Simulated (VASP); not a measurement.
Wanted: the native input for a VASP 6.6.1 run.

```
Task                   : single point
Functional             : PBE
Potentials or basis    : VASP PAW PBE potentials, release 64 (Sc_sv, Ga_d, S)
Cutoff                 : 520 eV
k mesh                 : 6 × 6 × 4
Occupations            : gaussian, width 0.1 eV
Spin                   : collinear spin
Starting moments       : [1.0, 0.0, 0.0] μB
Dipole correction      : no
Further INCAR settings : ALGO = Normal; EDIFF = 1e-07; NBANDS = 26
```

The structure of ScGaS lies in POSCAR:

```
ScGaS
1.0
    3.6288055754      0.0000000000      0.0000000000
    0.0000000000      3.6288055754      0.0000000000
    0.0000000000      0.0000000000      5.4249137578
Sc Ga S
1 1 1
Direct
    0.5000000000      0.5000000000      0.5000000000
    0.5000000000      0.5000000000      0.0000000000
    0.0000000000      0.0000000000      0.0000000000
```

The cell was built from a structure type or drawn by symmetry, and may not be a known phase.

One way to write it, as run:

INCAR

```
SYSTEM = ScGaS
  ALGO = Normal
  EDIFF = 1E-7
  ENCUT = 520
  GGA = PE
  ISIF = 2
  ISMEAR = 0
  ISPIN = 2
  LASPH = .TRUE.
  LCHARG = .FALSE.
  LMAXMIX = 4
  LORBIT = 11
  LREAL = .FALSE.
  LWAVE = .FALSE.
  MAGMOM = 1 0 0
  NBANDS = 26
  NELM = 150
  PREC = Accurate
  SIGMA = 0.1
```

KPOINTS

```
k-points
0
G
  6 6 4
  0 0 0
```

Potentials or basis: VASP PAW PBE potentials, release 64 (Sc_sv, Ga_d, S).

Run with:

```console
$ cat potpaw_PBE.64/Sc_sv/POTCAR potpaw_PBE.64/Ga_d/POTCAR potpaw_PBE.64/S/POTCAR > POTCAR
$ mpirun -np 1 vasp_std > vasp.out
```

Results of the run:

```
Pressure                                              : 0.3 GPa
Net moment                                            : 0.50 μB per cell
Site moments                                          : Sc +0.33; Ga -0.01; S -0.01 μB
Valence electrons inside the program's atomic spheres : Sc 9.31; Ga 11.64; S 3.62
```

Wall time 2.3 min on 1 thread of Intel(R) Xeon(R) Platinum 8259CL CPU @ 2.50GHz (Skylake/Cascade Lake), on a shared host, peak memory 0.25 GiB.
